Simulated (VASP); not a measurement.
# Ti (Im-3m) in VASP: settings compared

Ti is run at these levels: LDA, BLYP+D3(BJ); tasks: relaxation of cell and atoms.

Everything below comes from runs of VASP 6.6.1. Logs are shortened: lines on timing, memory, paths and dates and some standing lists are left out, and cuts for length are marked.

### 1 The cell of the first run

Symmetry: Im-3m, No. 229, cubic system. Conventional cell: a = 3.282 Å, b = 3.282 Å, c = 3.282 Å, α = 90.00°, β = 90.00°, γ = 90.00°. Ti (site symmetry m-3m) has 14 Ti at 2.84 to 3.28 Å within 3.7 Å.

### 2 Relaxation of cell and atoms, LDA

Input file INCAR:

```
ALGO = Normal
EDIFF = 1E-6
EDIFFG = -0.02
ENCUT = 600
GGA = CA
IBRION = 2
ISIF = 3
ISMEAR = -1
LASPH = True
LCHARG = False
LREAL = False
LWAVE = False
NELM = 60
NSW = 80
PREC = Accurate
SIGMA = 0.15
```

Input file KPOINTS:

```
k-points
0
Gamma
  13 13 13
```

Input file POSCAR:

```
Ti
1.0
   -1.6410000000      1.6410000000      1.6410000000
    1.6410000000     -1.6410000000      1.6410000000
    1.6410000000      1.6410000000     -1.6410000000
Ti
1
Direct
    0.0000000000      0.0000000000      0.0000000000
```

Potentials or basis: VASP PAW LDA potentials, release 64 (Ti_sv).

Run with:

```
cat potpaw_LDA.64/Ti_sv/POTCAR > POTCAR
mpirun -np 1 vasp_std > vasp.out
```

OUTCAR:

```text
EDIFF = 1E-6
   EDIFFG = -0.02
   ENCUT = 600
   GGA = CA
   IBRION = 2
   ISIF = 3
   ISMEAR = -1
   LASPH = True
   LREAL = False
   NELM = 60
   NSW = 80
   PREC = Accurate

 ion  position               nearest neighbor table
   1  0.000  0.000  0.000-

  LATTYP: Found a body centered cubic cell.
 ALAT       =     3.2820000000

  Lattice vectors:

 A1 = (  -1.6410000000,   1.6410000000,   1.6410000000)
 A2 = (   1.6410000000,  -1.6410000000,   1.6410000000)
 A3 = (   1.6410000000,   1.6410000000,  -1.6410000000)

Analysis of symmetry for initial positions (statically):
=====================================================================
 Subroutine PRICEL returns:
 Original cell was already a primitive cell.

 Routine SETGRP: Setting up the symmetry group for a
 body centered cubic supercell.

 Subroutine GETGRP returns: Found 48 space group operations
 (whereof 48 operations were pure point group operations)
 out of a pool of 48 trial point group operations.

The static configuration has the point symmetry O_h .

Analysis of symmetry for dynamics (positions and initial velocities):
=====================================================================
 Subroutine PRICEL returns:
 Original cell was already a primitive cell.

 Routine SETGRP: Setting up the symmetry group for a
 body centered cubic supercell.

 Subroutine GETGRP returns: Found 48 space group operations
 (whereof 48 operations were pure point group operations)
 out of a pool of 48 trial point group operations.

The dynamic configuration has the point symmetry O_h .

 Subroutine INISYM returns: Found 48 space group operations
 (whereof 48 operations are pure point group operations),
 and found     1 'primitive' translations

----------------------------------------------------------------------------------------

                                     Primitive cell

  volume of cell :      17.6761

  direct lattice vectors                    reciprocal lattice vectors
    -1.641000000  1.641000000  1.641000000     0.000000000  0.304692261  0.304692261
     1.641000000 -1.641000000  1.641000000     0.304692261  0.000000000  0.304692261
     1.641000000  1.641000000 -1.641000000     0.304692261  0.304692261  0.000000000

  length of vectors
     2.842295375  2.842295375  2.842295375     0.430899928  0.430899928  0.430899928

  position of ions in fractional coordinates (direct lattice)
     0.000000000  0.000000000  0.000000000

[... 92 lines left out ...]
   IALGO  =     38    algorithm
   IMIX   =      4    mixing-type and parameters
     AMIX     =   0.40;   BMIX     =  1.00
     AMIX_MAG =   1.60;   BMIX_MAG =  1.00
  volume/ion in A,a.u.               =      17.68       119.28
  Fermi-wavevector in a.u.,A,eV,Ry     =   1.438821  2.718977 28.166848  2.070205
  Thomas-Fermi vector in A             =   2.557745
   LORBIT       =      0    0 simple, 1 ext, 2 COOP (PROOUT), +10 PAW based schemes
   GGA     = CA    functional components
   LHFCALC =     F    Hartree Fock is set to
   AEXX    =    0.0000 exact exchange contribution
   IVDW    =     0    specifies the selected vdW correction
   LEPSILON=     F    determine dielectric tensor
   LRPA    =     F    only Hartree local field effects (RPA)
 conjugate gradient relaxation of ions
 non-spin polarized calculation
  energy-cutoff  :      600.00
  volume of cell :       17.68
 maximum number of plane-waves:       606
   NGX = 11   NGY = 11   NGZ = 11

--------------------------------------- Ionic step        1  -------------------------------------------

 number of electron      12.0000001 magnetization

 Free energy of the ion-electron system (eV)
  ---------------------------------------------------
  ext. energy  EPLUGINS =         0.00000000
  ---------------------------------------------------
  free energy    TOTEN  =        -8.48010694 eV

  energy without entropy =       -8.30863429  energy(sigma->0) =       -8.39437061

------------------------ aborting loop because EDIFF is reached ----------------------------------------

  FORCE on cell =-STRESS in cart. coord.  units (eV):
  Direction    XX          YY          ZZ          XY          YZ          ZX
  --------------------------------------------------------------------------------------
  -------------------------------------------------------------------------------------
  Total       -1.0956475     -1.0956475     -1.0956475     -0.0000000     -0.0000000      0.0000000
  in kB      -99.3106172    -99.3106172    -99.3106172     -0.0000000     -0.0000000      0.0000000
  external PRESSURE =     -99.3106172 kB  Pullay stress =       0.0000000 kB
[... 57 lines left out ...]
--------------------------------------- Ionic step        3  -------------------------------------------

 number of electron      12.0000003 magnetization

 Free energy of the ion-electron system (eV)
  ---------------------------------------------------
  ext. energy  EPLUGINS =         0.00000000
  ---------------------------------------------------
  free energy    TOTEN  =        -8.53738957 eV

  energy without entropy =       -8.38586050  energy(sigma->0) =       -8.46162504

 E-fermi :   8.7471     XC(G=0): -12.1872

 val. band max:        8.7461397772   @ k =  -0.3846  -0.3846   0.1538
 cond. band min:       8.7477648310   @ k =   0.3077   0.2308   0.0000
 fundamental gap:      0.0016250538
 Fermi energy:         8.7471073093

 k-point     1 :       0.0000    0.0000    0.0000
  band No.  band energies     occupation
      1     -46.9295      2.00000
      2     -23.0381      2.00000
      3     -23.0381      2.00000
      4     -23.0381      2.00000
      5       2.7106      2.00000
      6       9.7689      0.00220
      7       9.7689      0.00220
      8       9.7689      0.00220
      9      11.7373      0.00000
     10      11.7373      0.00000
[... 287 lines left out ...]
 k-point    24 :       0.2308    0.0769    0.0769
  band No.  band energies     occupation
      1     -46.7890      2.00000
      2     -23.6833      2.00000
      3     -23.2300      2.00000
      4     -23.0880      2.00000
      5       5.7672      2.00000
      6       8.5248      1.62979
      7       8.7305      1.05520
      8      11.6177      0.00000
      9      11.9393      0.00000
     10      12.6752      0.00000

 [... further k-points ...]

------------------------ aborting loop because EDIFF is reached ----------------------------------------

  FORCE on cell =-STRESS in cart. coord.  units (eV):
  Direction    XX          YY          ZZ          XY          YZ          ZX
  --------------------------------------------------------------------------------------
  -------------------------------------------------------------------------------------
  Total        0.0036692      0.0036692      0.0036692     -0.0000000      0.0000000      0.0000000
  in kB        0.3681616      0.3681616      0.3681616     -0.0000000      0.0000000      0.0000000
  external PRESSURE =       0.3681616 kB  Pullay stress =       0.0000000 kB
[... 16 lines left out ...]
  FREE ENERGIE OF THE ION-ELECTRON SYSTEM (eV)
  ---------------------------------------------------
  free  energy   TOTEN  =        -8.5373895747 eV

  energy  without entropy=       -8.3858605048  energy(sigma->0) =       -8.46162504

 reached required accuracy - stopping structural energy minimisation
```

OSZICAR:

```text
N       E                     dE             d eps       ncg     rms          rms(c)
DAV:   1     0.809707923841E+02    0.80971E+02   -0.73807E+03  1680   0.158E+03
DAV:   2    -0.506046098066E+01   -0.86031E+02   -0.84773E+02  1718   0.329E+02
DAV:   3    -0.944749139399E+01   -0.43870E+01   -0.43079E+01  2360   0.747E+01
[... 28 lines left out ...]
DAV:   5    -0.853579539495E+01   -0.17166E-01   -0.35818E-02  2458   0.104E+00    0.229E-01
DAV:   6    -0.853687480119E+01   -0.10794E-02   -0.10477E-03  1788   0.343E-01    0.101E-01
DAV:   7    -0.853735789490E+01   -0.48309E-03   -0.84242E-04  2370   0.245E-01    0.139E-02
DAV:   8    -0.853738934673E+01   -0.31452E-04   -0.96509E-05  2196   0.680E-02    0.410E-03
DAV:   9    -0.853738957475E+01   -0.22802E-06   -0.75884E-06  1690   0.205E-02
   3 F= -.85373896E+01 E0= -.84616250E+01  d E =-.572826E-01
```

CONTCAR:

```text
Ti
   1.00000000000000
    -1.5863308731898647    1.5863308731898647    1.5863308731898647
     1.5863308731898647   -1.5863308731898647    1.5863308731898647
     1.5863308731898647    1.5863308731898647   -1.5863308731898647
  Ti
     1
Direct
     0.0000000000000000    0.0000000000000000    0.0000000000000000

  0.00000000E+00  0.00000000E+00  0.00000000E+00
```

Run time: 63 s. Hardware: 1 thread of Intel Xeon 6975P-C, shared host; peak memory 0.15 GiB.

What came out:

```yaml
Free_energy: -8.5374 eV
Relaxed_volume: 15.97 Å³/atom
Relaxed_cell: a = 2.748 Å, b = 2.748 Å, c = 2.748 Å, α = 109.47°, β = 109.47°, γ = 109.47°
Space_group_after_relaxing_to_0.05_Å: Im-3m (No. 229)
Energy_gained_by_relaxing: 57.3 meV/atom
Ionic_steps: 3
Pressure_after_relaxing: 0.0 GPa
Band_gap_on_the_k_mesh: zero (band 6 reaches 9.77 eV, above the bottom of band 7 at 8.22 eV)
```

The path:
```tsv
step	energy change (eV)	largest force (eV/Å)	pressure (GPa)	volume (Å³)
1	0.0000	0.0000	-9.93	17.68
2	-0.0352	0.0000	7.87	15.02
3	-0.0573	0.0000	0.04	15.97
```

Final structure:
```cif
data_structure
_symmetry_space_group_name_H-M 'P 1'
_symmetry_Int_Tables_number 1
_cell_length_a 2.7476
_cell_length_b 2.7476
_cell_length_c 2.7476
_cell_angle_alpha 109.471
_cell_angle_beta 109.471
_cell_angle_gamma 109.471
_cell_volume 15.97
loop_
_atom_site_label
_atom_site_type_symbol
_atom_site_fract_x
_atom_site_fract_y
_atom_site_fract_z
_atom_site_occupancy
Ti1 Ti 0.00000 0.00000 0.00000 1
```

### 3 Relaxation of cell and atoms, BLYP+D3(BJ)

Input file INCAR:

```
PREC = Accurate
ENCUT = 600
EDIFF = 1E-6
ISMEAR = -1
SIGMA = 0.15
LREAL = False
LASPH = True
NELM = 60
ALGO = Normal
ISIF = 3
LWAVE = False
LCHARG = False
GGA = B5
ALDAX = 1.0
AGGAX = 1.0
AGGAC = 1.0
ALDAC = 0.0
IVDW = 12
VDW_S6 = 1.0
VDW_S8 = 2.6996
VDW_A1 = 0.4298
VDW_A2 = 4.2359
IBRION = 2
NSW = 80
EDIFFG = -0.02
```

Input file KPOINTS:

```
regular mesh
0
Gamma
  13 13 13
```

POSCAR is that of step 2.

Potentials or basis: VASP PAW PBE potentials, release 64 (Ti_sv).

Run with:

```
cat potpaw_PBE.64/Ti_sv/POTCAR > POTCAR
mpirun -np 1 vasp_std > vasp.out
```

It took 90 s on 1 thread of Intel Xeon 6975P-C, shared host; peak memory 0.17 GiB.

It converged, with:

* Free energy: -8.2429 eV
* Relaxed volume: 15.42 Å³/atom
* Relaxed cell: a = 2.716 Å, b = 2.716 Å, c = 2.716 Å, α = 109.47°, β = 109.47°, γ = 109.47°
* Space group after relaxing (to 0.05 Å): Im-3m (No. 229)
* Energy gained by relaxing: 98.0 meV/atom
* Ionic steps: 3
* Pressure after relaxing: -0.1 GPa
* Band gap on the k mesh: zero (band 6 reaches 10.87 eV, above the bottom of band 7 at 9.32 eV)
* Dispersion energy per atom: -1.610 eV

The path:
| step | energy change (eV) | largest force (eV/Å) | pressure (GPa) | volume (Å³) |
| --- | --- | --- | --- | --- |
| 1 | 0.0000 | 0.0000 | -12.61 | 17.68 |
| 2 | -0.0684 | 0.0000 | 9.40 | 14.35 |
| 3 | -0.0980 | 0.0000 | -0.07 | 15.42 |

Final structure:
```
Ti
1.0
    -1.56810    1.56810    1.56810
     1.56810   -1.56810    1.56810
     1.56810    1.56810   -1.56810
Ti
1
Direct
  0.00000 0.00000 0.00000
```

Levels at points of the mesh, in eV from the Fermi level:
| k point | band 2 | band 3 | band 4 | band 5 | band 6 | band 7 | band 8 | band 9 | band 10 |
| --- | --- | --- | --- | --- | --- | --- | --- | --- | --- |
| (0.00, 0.00, 0.00) | -31.96 | -31.96 | -31.96 | -5.97 | 1.01 | 1.01 | 1.01 | 3.02 | 3.02 |

Caveat: the PAW data sets were made with another functional, which shifts forces and pressure a little; the volume moved by -13 % from the deposited cell, more than functionals usually miss; pairwise dispersion overbinds metals, which lowers pressure and volume.
